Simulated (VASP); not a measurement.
# Zr (P6_3/mmc) in VASP: notebook

The runs below take Zr through relaxation of cell and atoms, single point, with r2SCAN.

Everything below comes from runs of VASP 6.6.1. Logs are shortened: lines on timing, memory, paths and dates and some standing lists are left out, and cuts for length are marked.

## 1. The cell of the first run

It takes space group P6_3/mmc (No. 194, hexagonal). The conventional cell has a = 3.245 Å, b = 3.245 Å, c = 5.156 Å, α = 90.00°, β = 90.00°, γ = 120.00°. Within 4.2 Å of Zr (site symmetry -6m2) lie 12 Zr at 3.19 to 3.25 Å.

## 2. Relaxation of cell and atoms, r2SCAN

Input file POSCAR:

```
Zr
1.0
    3.2450144690      0.0000000029      0.0000000000
   -1.6225072370      2.8102649643      0.0000000000
    0.0000000000      0.0000000000      5.1561680658
Zr
2
Direct
    0.3333333333      0.6666666667      0.2500000000
    0.6666666667      0.3333333333      0.7500000000
```

Input file INCAR.step1:

```
PREC = Accurate
ENCUT = 600
ISMEAR = -1
SIGMA = 0.15
LREAL = F
LASPH = T
NELM = 100
GGA = PE
ALGO = Normal
EDIFF = 1E-4
LWAVE = T
LCHARG = F
```

Input file INCAR.step2:

```
PREC = Accurate
ENCUT = 600
EDIFF = 1E-7
ISMEAR = -1
SIGMA = 0.15
LREAL = F
LASPH = T
NELM = 100
ALGO = Normal
ISIF = 3
LWAVE = F
LCHARG = F
METAGGA = R2SCAN
LMIXTAU = T
IBRION = 2
NSW = 80
EDIFFG = -0.001
ISTART = 1
```

Input file KPOINTS:

```
regular mesh
0
Gamma
  12 12 8
```

Potentials or basis: VASP PAW PBE potentials, release 64 (Zr_sv).

On the command line:

```bash
$ cat potpaw_PBE.64/Zr_sv/POTCAR > POTCAR
$ cp INCAR.step1 INCAR
$ mpirun -np 1 vasp_std > vasp.out
$ cp INCAR.step2 INCAR
$ mpirun -np 1 vasp_std > vasp.out
```

OUTCAR:

```text
PREC = Accurate
   ENCUT = 600
   EDIFF = 1E-7
   ISMEAR = -1
   LREAL = F
   LASPH = T
   NELM = 100
   ISIF = 3
   METAGGA = R2SCAN
   IBRION = 2
   NSW = 80
   EDIFFG = -0.001
   ISTART = 1

 ion  position               nearest neighbor table
   1  0.333  0.667  0.250-   2 3.19   2 3.19   2 3.19   2 3.19   2 3.19   2 3.19
   2  0.667  0.333  0.750-   1 3.19   1 3.19   1 3.19   1 3.19   1 3.19   1 3.19

  LATTYP: Found a hexagonal cell.
 ALAT       =     3.2450144690
 C/A-ratio  =     1.5889507166

  Lattice vectors:

 A1 = (   3.2450144690,   0.0000000029,   0.0000000000)
 A2 = (  -1.6225072370,   2.8102649643,   0.0000000000)
 A3 = (   0.0000000000,   0.0000000000,   5.1561680658)

Analysis of symmetry for initial positions (statically):
=====================================================================
 Subroutine PRICEL returns:
 Original cell was already a primitive cell.

 Routine SETGRP: Setting up the symmetry group for a
 hexagonal supercell.

 Subroutine GETGRP returns: Found 24 space group operations
 (whereof 12 operations were pure point group operations)
 out of a pool of 24 trial point group operations.

The static configuration has the point symmetry D_3d.
 The point group associated with its full space group is D_6h.

Analysis of symmetry for dynamics (positions and initial velocities):
=====================================================================
 Subroutine PRICEL returns:
 Original cell was already a primitive cell.

 Routine SETGRP: Setting up the symmetry group for a
 hexagonal supercell.

 Subroutine GETGRP returns: Found 24 space group operations
 (whereof 12 operations were pure point group operations)
 out of a pool of 24 trial point group operations.

The dynamic configuration has the point symmetry D_3d.
 The point group associated with its full space group is D_6h.

 Subroutine INISYM returns: Found 24 space group operations
 (whereof 12 operations are pure point group operations),
 and found     1 'primitive' translations

----------------------------------------------------------------------------------------

                                     Primitive cell

  volume of cell :      47.0209

  direct lattice vectors                    reciprocal lattice vectors
     3.245014469  0.000000003  0.000000000     0.308165036  0.177919167  0.000000000
    -1.622507237  2.810264964  0.000000000    -0.000000000  0.355838333  0.000000000
     0.000000000  0.000000000  5.156168066     0.000000000  0.000000000  0.193942476

  length of vectors
     3.245014469  3.245014469  5.156168066     0.355838333  0.355838333  0.193942476

  position of ions in fractional coordinates (direct lattice)
     0.333333333  0.666666667  0.250000000
     0.666666667  0.333333333  0.750000000

  ion indices of the primitive-cell ions
   primitive index   ion index
                 1           1
                 2           2

----------------------------------------------------------------------------------------

 KPOINTS: regular mesh

Automatic generation of k-mesh.
 Grid dimensions read from file:
 generate k-points for:   12   12    8

 Generating k-lattice:

  Cartesian coordinates                     Fractional coordinates (reciprocal lattice)
     0.025680420  0.014826597  0.000000000     0.083333333  0.000000000  0.000000000
    -0.000000000  0.029653194  0.000000000     0.000000000  0.083333333  0.000000000
     0.000000000  0.000000000  0.024242809     0.000000000  0.000000000  0.125000000

  Length of vectors
     0.029653194  0.029653194  0.024242809

  Shift w.r.t. Gamma in fractional coordinates (k-lattice)
     0.000000000  0.000000000  0.000000000

 Subroutine IBZKPT returns following result:
 ===========================================

 Found     95 irreducible k-points:

 Following reciprocal coordinates:
            Coordinates               Weight
  0.000000  0.000000  0.000000      1.000000
  0.083333  0.000000  0.000000      6.000000
  0.166667  0.000000  0.000000      6.000000
  0.250000  0.000000  0.000000      6.000000
  0.333333  0.000000  0.000000      6.000000
  0.416667  0.000000  0.000000      6.000000
[... 16 lines left out ...]
  0.250000  0.000000  0.125000     12.000000
  0.333333  0.000000  0.125000     12.000000
 [... further k-points ...]
   k-points           NKPTS =     95   k-points in BZ     NKDIM =     95   number of bands    NBANDS=     16
   number of dos      NEDOS =    301   number of ions     NIONS =      2
   total plane-waves  NPLWV =  32928
   dimension x,y,z NGX =    28 NGY =   28 NGZ =   42
   dimension x,y,z NGXF=    56 NGYF=   56 NGZF=   84
   ions per type =               2
   NGX,Y,Z   is equivalent  to a cutoff of  14.34, 14.34, 13.54 a.u.
   NGXF,Y,Z  is equivalent  to a cutoff of  28.69, 28.69, 27.08 a.u.
 SYSTEM =  unknown system
   PREC   = accura    normal or accurate (medium, high low for compatibility)
   ISTART =      1    job   : 0-new  1-cont  2-samecut
   ICHARG =      0    charge: 1-file 2-atom 10-const
   ISPIN  =      1    spin polarized calculation?
   LNONCOLLINEAR =      F non collinear calculations
   LSORBIT =      F    spin-orbit coupling
   LASPH  =      T    aspherical Exc in radial PAW
   ENCUT  =  600.0 eV  44.10 Ry    6.64 a.u.   6.48  6.48 10.30*2*pi/ulx,y,z
   NELM   =    100;   NELMIN=  2; NELMDL=  0     # of ELM steps
   EDIFF  = 0.1E-06   stopping-criterion for ELM
   LREAL  =      F    real-space projection
   EDIFFG = -.1E-02   stopping-criterion for IOM
   NSW    =     80    number of steps for IOM
   IBRION =      2    ionic relax: 0-MD 1-quasi-New 2-CG
   NFREE  =      1    steps in history (QN), initial steepest desc. (CG)
   ISIF   =      3    stress and relaxation
   ISYM   =      2    0-nonsym 1-usesym 2-fastsym
   POTIM  = 0.5000    time-step for ionic-motion
   TEBEG  =    0.0;   TEEND  =   0.0 temperature during run
   PSTRESS=    0.0 pullay stress
   NELECT =      24.0000    total number of electrons
   NUPDOWN=      -1.0000    fix difference up-down
   EMIN   =  10.00;   EMAX   =-10.00  energy-range for DOS
   EFERMI =   0.00;   METHOD = LEGACY
   ISMEAR =    -1;   SIGMA  =   0.15  broadening in eV -4-tet -1-fermi 0-gaus
   EFERMI_NEDOS =   21; number of points for ismear=-14 and -15
   IALGO  =     38    algorithm
   IMIX   =      4    mixing-type and parameters
     AMIX     =   0.40;   BMIX     =  1.00
     AMIX_MAG =   1.60;   BMIX_MAG =  1.00
  volume/ion in A,a.u.               =      23.51       158.66
  Fermi-wavevector in a.u.,A,eV,Ry     =   1.308323  2.472372 23.289210  1.711709
  Thomas-Fermi vector in A             =   2.438998
   LORBIT       =      0    0 simple, 1 ext, 2 COOP (PROOUT), +10 PAW based schemes
   METAGGA = R2SCAN    functional components
   LHFCALC =     F    Hartree Fock is set to
   AEXX    =    0.0000 exact exchange contribution
   IVDW    =     0    specifies the selected vdW correction
   LEPSILON=     F    determine dielectric tensor
   LRPA    =     F    only Hartree local field effects (RPA)
 conjugate gradient relaxation of ions
 non-spin polarized calculation
  energy-cutoff  :      600.00
  volume of cell :       47.02
 maximum number of plane-waves:      1594
 NGX is ok and might be reduce to    28
   NGX = 13   NGY = 13   NGZ = 21

--------------------------------------- Ionic step        1  -------------------------------------------

 number of electron      24.0000000 magnetization

 Free energy of the ion-electron system (eV)
  ---------------------------------------------------
  ext. energy  EPLUGINS =         0.00000000
  ---------------------------------------------------
  free energy    TOTEN  =       -45.56496610 eV

  energy without entropy =      -45.41850989  energy(sigma->0) =      -45.49173800

------------------------ aborting loop because EDIFF is reached ----------------------------------------

  FORCE on cell =-STRESS in cart. coord.  units (eV):
  Direction    XX          YY          ZZ          XY          YZ          ZX
  --------------------------------------------------------------------------------------
  -------------------------------------------------------------------------------------
  Total        0.0124580      0.0124580      0.0927318      0.0000000     -0.0000000      0.0000000
  in kB        0.4244896      0.4244896      3.1597163      0.0000000     -0.0000000      0.0000000
  external PRESSURE =       1.3362318 kB  Pullay stress =       0.0000000 kB

 VOLUME and BASIS-vectors are now :
 -----------------------------------------------------------------------------
  energy-cutoff  :      600.00
  volume of cell :       47.02
      direct lattice vectors                 reciprocal lattice vectors
     3.245014469  0.000000003  0.000000000     0.308165036  0.177919167  0.000000000
    -1.622507237  2.810264964  0.000000000    -0.000000000  0.355838333  0.000000000
     0.000000000  0.000000000  5.156168066     0.000000000  0.000000000  0.193942476
[... 109 lines left out ...]
 POSITION                                       TOTAL-FORCE (eV/Angst)
 -----------------------------------------------------------------------------------
     -0.00000      1.87273      1.29192        -0.000000      0.000000      0.000000
      1.62183      0.93637      3.87575         0.000000     -0.000000      0.000000
 -----------------------------------------------------------------------------------
    total drift:                                0.000000     -0.000000      0.000000

  FREE ENERGIE OF THE ION-ELECTRON SYSTEM (eV)
  ---------------------------------------------------
  free  energy   TOTEN  =       -45.5650652983 eV

  energy  without entropy=      -45.4180204902  energy(sigma->0) =      -45.49154289

--------------------------------------- Ionic step        5  -------------------------------------------

 number of electron      24.0000000 magnetization

 Free energy of the ion-electron system (eV)
  ---------------------------------------------------
  ext. energy  EPLUGINS =         0.00000000
  ---------------------------------------------------
  free energy    TOTEN  =       -45.56506536 eV

  energy without entropy =      -45.41801397  energy(sigma->0) =      -45.49153967

 E-fermi :   8.8716     XC(G=0): -11.8952

 val. band max:        8.8656841758   @ k =   0.1667   0.0000   0.3750
 cond. band min:       8.8911052180   @ k =   0.0000   0.0000   0.3750
 fundamental gap:      0.0254210422
 Fermi energy:         8.8715905414

 k-point     1 :       0.0000    0.0000    0.0000
  band No.  band energies     occupation
      1     -41.6531      2.00000
      2     -41.4939      2.00000
      3     -19.4880      2.00000
      4     -18.6070      2.00000
      5     -18.6070      2.00000
      6     -18.4669      2.00000
[... 8 lines left out ...]
     15      10.6279      0.00002
     16      10.6279      0.00002
[... 419 lines left out ...]
 k-point    24 :       0.3333    0.0000    0.1250
  band No.  band energies     occupation
      1     -41.5509      2.00000
      2     -41.4661      2.00000
      3     -19.2500      2.00000
      4     -19.0769      2.00000
      5     -18.9981      2.00000
      6     -18.7603      2.00000
[... 8 lines left out ...]
     15      10.1820      0.00032
     16      12.5690      0.00000

 [... further k-points ...]

------------------------ aborting loop because EDIFF is reached ----------------------------------------

  FORCE on cell =-STRESS in cart. coord.  units (eV):
  Direction    XX          YY          ZZ          XY          YZ          ZX
  --------------------------------------------------------------------------------------
  -------------------------------------------------------------------------------------
  Total       -0.0010097     -0.0010097     -0.0012505     -0.0000000     -0.0000000      0.0000000
  in kB       -0.0343557     -0.0343557     -0.0425512     -0.0000000     -0.0000000      0.0000000
  external PRESSURE =      -0.0370876 kB  Pullay stress =       0.0000000 kB

 VOLUME and BASIS-vectors are now :
 -----------------------------------------------------------------------------
  energy-cutoff  :      600.00
  volume of cell :       47.09
      direct lattice vectors                 reciprocal lattice vectors
     3.243573480  0.000000003  0.000000000     0.308301941  0.177998209  0.000000000
    -1.621786743  2.809017031  0.000000000    -0.000000000  0.355996417  0.000000000
     0.000000000 -0.000000000  5.167816436    -0.000000000 -0.000000000  0.193505325

 POSITION                                       TOTAL-FORCE (eV/Angst)
 -----------------------------------------------------------------------------------
     -0.00000      1.87268      1.29195         0.000000     -0.000000      0.000000
      1.62179      0.93634      3.87586        -0.000000      0.000000      0.000000
 -----------------------------------------------------------------------------------
    total drift:                                0.000000     -0.000000      0.000000

  FREE ENERGIE OF THE ION-ELECTRON SYSTEM (eV)
  ---------------------------------------------------
  free  energy   TOTEN  =       -45.5650653603 eV

  energy  without entropy=      -45.4180139727  energy(sigma->0) =      -45.49153967

 reached required accuracy - stopping structural energy minimisation
```

It took 13 min on 1 thread of AMD EPYC 9R45 (Zen 5), shared host; peak memory 0.21 GiB.

What came out:

```yaml
Free_energy: -45.5651 eV
Relaxed_volume: 23.54 Å³/atom
Relaxed_cell: a = 3.244 Å, b = 3.244 Å, c = 5.168 Å, α = 90.00°, β = 90.00°, γ = 120.00°
Space_group_after_relaxing_to_0.05_Å: P6_3/mmc (No. 194)
Energy_gained_by_relaxing: 0.0 meV/atom
Ionic_steps: 5
Pressure_after_relaxing: 0.0 GPa
Band_gap_on_the_k_mesh: zero (band 12 reaches 9.89 eV, above the bottom of band 13 at 8.71 eV)
```

Final structure:
```yaml
crystal:
  lattice:
    - [3.24357, 0.00000, 0.00000]
    - [-1.62179, 2.80902, 0.00000]
    - [0.00000, 0.00000, 5.16782]
  atoms:
    - { symbol: Zr, position: [0.33333, 0.66667, 0.25000] }
    - { symbol: Zr, position: [0.66667, 0.33333, 0.75000] }
```

Levels at points of the mesh, in eV from the Fermi level:
| k point | band 8 | band 9 | band 10 | band 11 | band 12 | band 13 | band 14 | band 15 | band 16 |
| --- | --- | --- | --- | --- | --- | --- | --- | --- | --- |
| (0.00, 0.00, 0.00) | -27.34 | -5.95 | -3.12 | 1.02 | 1.02 | 1.03 | 1.18 | 1.76 | 1.76 |
| (0.50, 0.00, 0.00) | -27.45 | -2.61 | -2.59 | -2.17 | -0.34 | 0.74 | 0.89 | 1.61 | 5.17 |
| (0.00, 0.00, 0.50) | -27.41 | -4.16 | -4.16 | 0.07 | 0.07 | 0.94 | 0.94 | 0.94 | 0.94 |
| (0.50, 0.00, 0.50) | -27.57 | -2.93 | -2.93 | -1.02 | -1.02 | 1.59 | 1.59 | 2.45 | 2.45 |

Caveat: the PAW data sets were made with another functional, which shifts forces and pressure a little.

## 3. Single point, r2SCAN

Input file POSCAR:

```
Zr
1.0
    3.2392314100      0.0000000000      0.0000000000
   -1.6196157100      2.8052566900      0.0000000000
    0.0000000000      0.0000000000      5.1722200000
Zr
2
Direct
    0.3333333300      0.6666666700      0.2500000000
    0.6666666700      0.3333333300      0.7500000000
```

Input file INCAR.step1:

```
SYSTEM = Zr
PREC = Accurate
ENCUT = 520
ISMEAR = 0
SIGMA = 0.1
LREAL = .FALSE.
LASPH = .TRUE.
NELM = 100
NBANDS = 19
GGA = PE
ALGO = Normal
EDIFF = 1E-4
LWAVE = .TRUE.
LCHARG = .FALSE.
```

Input file INCAR.step2:

```
SYSTEM = Zr
PREC = Accurate
ENCUT = 520
EDIFF = 1E-6
ISMEAR = 0
SIGMA = 0.1
LREAL = .FALSE.
LASPH = .TRUE.
NELM = 100
ALGO = Normal
ISIF = 2
LWAVE = .FALSE.
LCHARG = .FALSE.
METAGGA = R2SCAN
LMIXTAU = .TRUE.
NBANDS = 19
ISTART = 1
```

Input file KPOINTS:

```
regular mesh
0
G
  6 6 4
  0 0 0
```

Potentials or basis: VASP PAW PBE potentials, release 64 (Zr_sv).

On the command line:

```bash
$ cat potpaw_PBE.64/Zr_sv/POTCAR > POTCAR
$ cp INCAR.step1 INCAR
$ mpirun -np 1 vasp_std > vasp.out
$ cp INCAR.step2 INCAR
$ mpirun -np 1 vasp_std > vasp.out
```

It took 46 s on 1 thread of Intel Xeon Platinum 8488C (Sapphire Rapids), shared host; peak memory 0.16 GiB.

It converged, with:

- Free energy: -45.4920 eV
- Pressure: -0.3 GPa
- Band gap on the k mesh: zero (band 12 reaches 9.92 eV, above the bottom of band 13 at 8.80 eV)

Stress tensor (GPa, compression positive):
```
-0.30  0.00  0.00
 0.00 -0.30  0.00
 0.00  0.00 -0.16
```

Levels at points of the mesh, in eV from the Fermi level:
| k point | band 10 | band 11 | band 12 | band 13 | band 14 | band 15 |
| --- | --- | --- | --- | --- | --- | --- |
| (0.00, 0.00, 0.00) | -3.25 | 0.89 | 0.91 | 0.91 | 1.04 | 1.64 |
| (0.50, 0.00, 0.00) | -2.71 | -2.31 | -0.46 | 0.63 | 0.75 | 1.48 |
| (0.00, 0.00, 0.50) | -4.29 | -0.07 | -0.07 | 0.83 | 0.83 | 0.83 |
| (0.50, 0.00, 0.50) | -3.05 | -1.16 | -1.16 | 1.48 | 1.48 | 2.34 |

Caveat: the k points lie up to 0.37 Å⁻¹ apart; the PAW data sets were made with another functional, which shifts forces and pressure a little.

## 4. Single point, r2SCAN

Input file POSCAR:

```
Zr
1.0
    3.2450144690      0.0000000029      0.0000000000
   -1.6225072370      2.8102649643      0.0000000000
    0.0000000000      0.0000000000      5.1561680658
Zr
2
Direct
    0.3333333333      0.6666666667      0.2500000000
    0.6666666667      0.3333333333      0.7500000000
```

Input file INCAR.step1:

```
PREC = Accurate
ENCUT = 520
ISMEAR = 0
SIGMA = 0.1
LREAL = F
LASPH = T
NELM = 80
NBANDS = 19
GGA = PE
ALGO = Normal
EDIFF = 1E-4
LWAVE = T
LCHARG = F
```

Input file INCAR.step2:

```
PREC = Accurate
ENCUT = 520
EDIFF = 1E-6
ISMEAR = 0
SIGMA = 0.1
LREAL = F
LASPH = T
NELM = 80
ALGO = Normal
ISIF = 2
LWAVE = F
LCHARG = F
METAGGA = R2SCAN
LMIXTAU = T
NBANDS = 19
ISTART = 1
```

Input file KPOINTS:

```
Automatic mesh
0
Gamma
  12 12 8
```

On the command line:

```bash
$ cat potpaw_PBE.64/Zr_sv/POTCAR > POTCAR
$ cp INCAR.step1 INCAR
$ mpirun -np 1 vasp_std > vasp.out
$ cp INCAR.step2 INCAR
$ mpirun -np 1 vasp_std > vasp.out
```

Wall time 2.5 min (1 thread of Intel Xeon Platinum 8488C (Sapphire Rapids), shared host); peak memory 0.21 GiB.

The run converged. Its results:

| Quantity | Value |
| --- | --- |
| Free energy | -45.5044 eV |
| Pressure | 0.0 GPa |
| Band gap on the k mesh | zero (band 12 reaches 9.90 eV, above the bottom of band 13 at 8.72 eV) |

Levels at points of the mesh, in eV from the Fermi level:
| k point | band 10 | band 11 | band 12 | band 13 | band 14 | band 15 |
| --- | --- | --- | --- | --- | --- | --- |
| (0.00, 0.00, 0.00) | -3.18 | 0.96 | 0.96 | 1.00 | 1.14 | 1.70 |
| (0.50, 0.00, 0.00) | -2.65 | -2.23 | -0.41 | 0.66 | 0.84 | 1.57 |
| (0.00, 0.00, 0.50) | -4.21 | 0.02 | 0.02 | 0.87 | 0.87 | 0.87 |
| (0.50, 0.00, 0.50) | -2.99 | -1.08 | -1.08 | 1.53 | 1.53 | 2.38 |

Caveat: the PAW data sets were made with another functional, which shifts forces and pressure a little.

## 5. Summary

| task | cell | k mesh | cutoff (eV) | smearing | gap on the mesh (eV) | pressure (GPa) |
| --- | --- | --- | --- | --- | --- | --- |
| relaxation of cell and atoms | relaxed from a = 3.245, b = 3.245, c = 5.156 Å, angles 90.0, 90.0, 120.0°, 2 atoms | 12 × 12 × 8 | 600 | fermi-dirac 0.15 eV | none | 0.0 |
| single point | a = 3.239, b = 3.239, c = 5.172 Å, angles 90.0, 90.0, 120.0°, 2 atoms | 6 × 6 × 4 | 520 | gaussian 0.1 eV | none | -0.3 |
| single point | a = 3.245, b = 3.245, c = 5.156 Å, angles 90.0, 90.0, 120.0°, 2 atoms | 12 × 12 × 8 | 520 | gaussian 0.1 eV | none | 0.0 |

Alike in all rows: level r2SCAN; potentials or basis VASP PAW PBE potentials, release 64 (Zr_sv); no spin polarisation.

Caveats: some runs use coarse meshes; the PAW data sets were made with another functional, which shifts forces and pressure a little.

Total energies depend on the potentials used, so only differences within one code and one set of settings carry meaning.
